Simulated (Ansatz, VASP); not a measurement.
## NaCl: VASP beside Ansatz

The input INCAR:

```
SYSTEM = NaCl
ALGO = Normal
EDIFF = 1E-6
ENCUT = 520
GGA = PE
ISIF = 2
ISMEAR = 0
LASPH = .TRUE.
LCHARG = .TRUE.
LELF = .TRUE.
LREAL = .FALSE.
LVHAR = .TRUE.
LWAVE = .FALSE.
NBANDS = 14
NELM = 80
PREC = Accurate
SIGMA = 0.018000000000000002
```

The input KPOINTS:

```
k-points
0
G
  8 8 8
  0 0 0
```

The input POSCAR:

```
NaCl
1.0
    3.5021900000      0.0000000000      0.0000000000
    0.0000000000      3.5021900000      0.0000000000
    0.0000000000      0.0000000000      3.5021900000
Cl Na
1 1
Direct
    0.5000000000      0.5000000000      0.5000000000
    0.0000000000      0.0000000000      0.0000000000
```

input.yaml

```yaml
crystal:
  lattice:
    - [3.50219, 0.0, 0.0]
    - [0.0, 3.50219, 0.0]
    - [0.0, 0.0, 3.50219]
  atoms:
    - { symbol: Cl, position: [0.5, 0.5, 0.5] }
    - { symbol: Na, position: [0.0, 0.0, 0.0] }
kpoints:
  mp_grid: { grid: [8, 8, 8] }
scf:
  occupations: { method: gaussian, width: 0.018 }
hamiltonian:
  xc: pbe
  pseudopotentials: { kind: all_electron, lapw: { basis_error: 0.001 } }
output:
  forces: true
  stress: true
  eigenvalues: true
```

Alike in both runs: task single point; functional PBE; k mesh 8 × 8 × 8; occupations gaussian, width 0.018 eV; no spin polarisation.

```csv
,VASP,Ansatz
version,VASP 6.6.1,Ansatz 0.2.0
potentials or method,"VASP PAW PBE potentials, release 64 (Cl, Na_pv), cutoff 520 eV","all-electron LAPW, scalar-relativistic"
```

```tsv
	VASP	Ansatz	Ansatz less VASP
gap on the k mesh at the Fermi level (eV)	3.98	3.98	0.000
least direct gap on the mesh (eV)	4.47	4.47	0.000
pressure (GPa)	0.1	0.1	+0.06
```

Ansatz ran all-electron here, and VASP with PAW potentials.
